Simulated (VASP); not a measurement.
A run of VASP 6.6.1 is set up as follows.

INCAR

```
SYSTEM = HfRu5
PREC = Accurate
ENCUT = 520
EDIFF = 1E-6
ISMEAR = 0
SIGMA = 0.1
LREAL = .False.
LASPH = .True.
NELM = 100
ALGO = Fast
ISIF = 2
LWAVE = .False.
LCHARG = .False.
GGA = PE
NBANDS = 49
```

The input KPOINTS:

```
Automatic mesh
0
Gamma
  4 4 4
  0 0 0
```

The input POSCAR:

```
HfRu5
1.0
    0.0000000000      3.5965513368      3.5965513368
    3.5965513368      0.0000000000      3.5965513368
    3.5965513368      3.5965513368      0.0000000000
Hf Ru
1 5
Direct
    0.0000000000      0.0000000000      0.0000000000
    0.6247421485      0.6247421485      0.6247421485
    0.6247421485      0.6247421485      0.1257735546
    0.6247421485      0.1257735546      0.6247421485
    0.1257735546      0.6247421485      0.6247421485
    0.2500000000      0.2500000000      0.2500000000
```

Potentials or basis: VASP PAW PBE potentials, release 64 (Hf_pv, Ru_pv).

Command:

```bash
$ cat potpaw_PBE.64/Hf_pv/POTCAR potpaw_PBE.64/Ru_pv/POTCAR > POTCAR
$ mpirun -np 1 vasp_std > vasp.out
```

(1) Estimate the pressure.

(2) Estimate the band gap on the k mesh.

Answers

(1) -0.4 GPa.

(2) zero (bands 40 and 41 overlap by 0.27 eV).

Caveat: the k points lie up to 0.38 Å⁻¹ apart; spin-orbit coupling is left out, which moves the levels of the heavy elements.
